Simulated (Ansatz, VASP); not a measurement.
**Two plane-wave programs on Si3N4**

Contents of INCAR:

```
ALGO = Normal
EDIFF = 1E-6
ENCUT = 520
GGA = PE
ISIF = 2
ISMEAR = 0
LASPH = T
LCHARG = F
LREAL = F
LWAVE = F
NBANDS = 45
NELM = 80
PREC = Accurate
SIGMA = 0.1
```

Contents of KPOINTS:

```
k-points
0
Gamma
  3 3 6
```

Contents of POSCAR:

```
Si3N4
1.0
    7.6044000000      0.0000000000      0.0000000000
   -3.8022000000      6.5856035805      0.0000000000
    0.0000000000      0.0000000000      2.9063000000
Si N
6 8
Direct
    0.7684770000      0.1745570000      0.2500000000
    0.5939200000      0.7684770000      0.7500000000
    0.8254430000      0.5939200000      0.2500000000
    0.2315230000      0.8254430000      0.7500000000
    0.4060800000      0.2315230000      0.2500000000
    0.1745570000      0.4060800000      0.7500000000
    0.0305000000      0.3302400000      0.2500000000
    0.7002600000      0.0305000000      0.7500000000
    0.6697600000      0.7002600000      0.2500000000
    0.9695000000      0.6697600000      0.7500000000
    0.2997400000      0.9695000000      0.2500000000
    0.3302400000      0.2997400000      0.7500000000
    0.6666666667      0.3333333333      0.2500000000
    0.3333333333      0.6666666667      0.7500000000
```

Input for Ansatz:

```yaml
crystal:
  lattice:
    - [7.6044, 0.0, 0.0]
    - [-3.8022, 6.5856035805, 0.0]
    - [0.0, 0.0, 2.9063]
  atoms:
    - { symbol: Si, position: [0.768477, 0.174557, 0.25] }
    - { symbol: Si, position: [0.59392, 0.768477, 0.75] }
    - { symbol: Si, position: [0.825443, 0.59392, 0.25] }
    - { symbol: Si, position: [0.231523, 0.825443, 0.75] }
    - { symbol: Si, position: [0.40608, 0.231523, 0.25] }
    - { symbol: Si, position: [0.174557, 0.40608, 0.75] }
    - { symbol: "N", position: [0.0305, 0.33024, 0.25] }
    - { symbol: "N", position: [0.70026, 0.0305, 0.75] }
    - { symbol: "N", position: [0.66976, 0.70026, 0.25] }
    - { symbol: "N", position: [0.9695, 0.66976, 0.75] }
    - { symbol: "N", position: [0.29974, 0.9695, 0.25] }
    - { symbol: "N", position: [0.33024, 0.29974, 0.75] }
    - { symbol: "N", position: [0.6666666667, 0.3333333333, 0.25] }
    - { symbol: "N", position: [0.3333333333, 0.6666666667, 0.75] }
basis:
  ecutwfc: 420
kpoints:
  mp_grid: { grid: [3, 3, 6] }
hamiltonian:
  xc: pbe
scf:
  occupations: { method: gaussian, width: 0.1 }
output:
  forces: true
  stress: true
  eigenvalues: true
```

Alike in both runs: task single point; functional PBE; k mesh 3 × 3 × 6; occupations gaussian, width 0.1 eV; no spin polarisation.

|  | VASP | Ansatz |
| --- | --- | --- |
| version | VASP 6.6.1 | Ansatz 0.2.0 |
| potentials or method | VASP PAW PBE potentials, release 64 (Si, N), cutoff 520 eV | scalar-relativistic, plane waves, PAW |
| valence electrons in the cell | 64 | 64 |

Ansatz gave:

- gap on the k mesh at the Fermi level (eV): 4.33
- least direct gap on the mesh (eV): 4.52
- pressure (GPa): 5.6
- traceless stress, the component that is largest in VASP (GPa): 0.10
- rms of the force components (eV/Å): 0.020

Which values does VASP return?

gap on the k mesh at the Fermi level (eV): 4.31; least direct gap on the mesh (eV): 4.51; pressure (GPa): 5.3; traceless stress, the component that is largest in VASP (GPa): 0.07; rms of the force components (eV/Å): 0.020.

Atom by atom the forces differ by 0.002 eV/Å (rms over components).
